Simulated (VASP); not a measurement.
Here is a VASP 6.6.1 calculation.

The input POSCAR:

```
CdS
1.0
    0.0000000000      2.7042729036      2.7042729036
    2.7042729036      0.0000000000      2.7042729036
    2.7042729036      2.7042729036      0.0000000000
Cd S
1 1
Direct
   -0.0084923707      0.0084923707      0.0084923707
    0.5297773349      0.4702226651      0.4702226651
```

File INCAR.step1:

```
SYSTEM = CdS
PREC = Accurate
ENCUT = 520
ISMEAR = 0
SIGMA = 0.05
LREAL = .FALSE.
LASPH = .TRUE.
NELM = 80
NBANDS = 16
GGA = PE
ALGO = Normal
EDIFF = 1E-4
LWAVE = .TRUE.
LCHARG = .FALSE.
```

File INCAR.step2:

```
SYSTEM = CdS
PREC = Accurate
ENCUT = 520
EDIFF = 1E-6
ISMEAR = 0
SIGMA = 0.05
LREAL = .FALSE.
LASPH = .TRUE.
NELM = 80
ALGO = Normal
ISIF = 2
LWAVE = .FALSE.
LCHARG = .FALSE.
METAGGA = R2SCAN
LMIXTAU = .TRUE.
NBANDS = 16
ISTART = 1
```

The input KPOINTS:

```
regular mesh
0
G
  8 8 8
  0 0 0
```

Potentials or basis: VASP PAW PBE potentials, release 64 (Cd, S).

The run is started by

```bash
$ cat potpaw_PBE.64/Cd/POTCAR potpaw_PBE.64/S/POTCAR > POTCAR
$ cp INCAR.step1 INCAR
$ mpirun -np 1 vasp_std > vasp.out
$ cp INCAR.step2 INCAR
$ mpirun -np 1 vasp_std > vasp.out
```

Question: Estimate the band gap on the k mesh.

Answer: 0.82 eV, indirect (least direct gap 2.47 eV).

Question: What does it give for the largest force?

Answer: 0.636 eV/Å.

Question: What does it give for the pressure?

Answer: 4.1 GPa.

Stress tensor (GPa, compression positive):
```
7.65 0.00 0.00
0.00 2.39 0.00
0.00 0.00 2.39
```

Caveat: the PAW data sets were made with another functional, which shifts forces and pressure a little. r2SCAN opens gaps a little over a GGA but as a rule still falls short of measured ones.
